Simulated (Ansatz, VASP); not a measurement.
CdSe: VASP beside Ansatz

```
Cd Se
1.0
     0.00000    3.56318    3.09841
     3.09841    0.00000    3.09841
     3.09841    3.56318    0.00000
Cd Se
1 1
Direct
  0.00000 0.00000 0.00000
  0.75000 0.75000 0.75000
```

Change from the starting cell: engineering shear strain xz +0.0000, normal strain along z +0.1500.

Alike in both runs: task single point; functional PBE; k mesh 10 × 10 × 10; occupations gaussian, width 0.05 eV; no spin polarisation.

```csv
,VASP,Ansatz
version,VASP 6.6.1,Ansatz 0.2.0
potentials or method,"VASP PAW PBE potentials, release 64 (Cd, Se), cutoff 520 eV","scalar-relativistic, plane waves, PAW"
valence electrons in the cell,18,36
```

Ansatz gave:

- gap on the k mesh at the Fermi level (eV): none
- pressure (GPa): -4.7
- traceless stress, the component that is largest in VASP (GPa): -2.36

**Question.** What did VASP give for the same quantities?

**Answer.** gap on the k mesh at the Fermi level (eV): none; pressure (GPa): -4.6; traceless stress, the component that is largest in VASP (GPa): -2.34.

A gap of «none» marks a metal or a gap that the smearing closes. The functional is the same, so the differences come from potentials, cutoffs and numerics. VASP's potentials hold 18 valence electrons a cell and Ansatz's 36, so a difference there can come from the potentials and not from the codes.
